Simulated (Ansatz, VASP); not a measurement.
**One calculation of Zr2O, two programs**

File POSCAR:

```
Zr2O
1.0
    4.8457251933      0.0000000000      0.0000000000
    0.0000000000      4.8457251933      0.0000000000
    0.0000000000      0.0000000000      4.6518961856
Zr O
4 2
Direct
    0.2500000000      0.2500000000      0.7500000000
    0.7500000000      0.2500000000      0.2500000000
    0.2500000000      0.7500000000      0.2500000000
    0.7500000000      0.7500000000      0.7500000000
    0.0000000000      0.0000000000      0.0000000000
    0.5000000000      0.5000000000      0.5000000000
```

INCAR.step1

```
PREC     = Accurate       # precision mode
ENCUT    = 520            # plane-wave cutoff, eV
ISMEAR   = 0              # smearing method
SIGMA    = 0.15           # smearing width, eV
LREAL    = False          # projectors in reciprocal space
LASPH    = True           # aspherical terms in the spheres
NELM     = 60             # most SCF steps
NBANDS   = 39             # bands
GGA      = PE             # functional
ALGO     = Normal         # electronic algorithm
EDIFF    = 1E-4           # SCF threshold, eV
LWAVE    = True           # write WAVECAR
LCHARG   = False          # write CHGCAR
```

INCAR.step2

```
PREC     = Accurate       # precision mode
ENCUT    = 520            # plane-wave cutoff, eV
EDIFF    = 1E-6           # SCF threshold, eV
ISMEAR   = 0              # smearing method
SIGMA    = 0.15           # smearing width, eV
LREAL    = False          # projectors in reciprocal space
LASPH    = True           # aspherical terms in the spheres
NELM     = 60             # most SCF steps
ALGO     = Normal         # electronic algorithm
ISIF     = 2              # what is computed and relaxed
LWAVE    = False          # write WAVECAR
LCHARG   = True           # write CHGCAR
METAGGA  = R2SCAN         # meta-GGA
LMIXTAU  = True         
LELF     = True           # ELF
LVHAR    = True         
NBANDS   = 39             # bands
ISTART   = 1
```

Contents of KPOINTS:

```
regular mesh
0
Gamma
  10 10 10
```

Input for Ansatz:

```yaml
crystal:
  lattice:
    - [4.8457251933, 0.0, 0.0]
    - [0.0, 4.8457251933, 0.0]
    - [0.0, 0.0, 4.6518961856]
  atoms:
    - { symbol: Zr, position: [0.25, 0.25, 0.75] }
    - { symbol: Zr, position: [0.75, 0.25, 0.25] }
    - { symbol: Zr, position: [0.25, 0.75, 0.25] }
    - { symbol: Zr, position: [0.75, 0.75, 0.75] }
    - { symbol: O, position: [0.0, 0.0, 0.0] }
    - { symbol: O, position: [0.5, 0.5, 0.5] }
basis:
  ecutwfc: 500
kpoints:
  mp_grid: { grid: [10, 10, 10] }
hamiltonian:
  xc: r2scan
scf:
  occupations: { method: gaussian, width: 0.15 }
output:
  forces: true
  stress: true
  eigenvalues: true
```

Change from the starting cell: strain +0.000 along x and y, -0.040 along z, atoms carried along.

Alike in both runs: task single point; functional r2SCAN; k mesh 10 × 10 × 10; occupations gaussian, width 0.15 eV; no spin polarisation.

```csv
,VASP,Ansatz
version,VASP 6.6.1,Ansatz 0.2.0
potentials or method,"VASP PAW PBE potentials, release 64 (Zr_sv, O), cutoff 520 eV","scalar-relativistic, plane waves, PAW"
valence electrons in the cell,60,60
```

```tsv
	VASP	Ansatz	Ansatz less VASP
gap on the k mesh at the Fermi level (eV)	none	none	-
pressure (GPa)	6.2	5.9	-0.25
traceless stress, the component that is largest in VASP (GPa)	1.55	1.57	+0.014
```

VASP's potentials were made for PBE, not for r2SCAN. A gap of «none» marks a metal or a gap that the smearing closes.
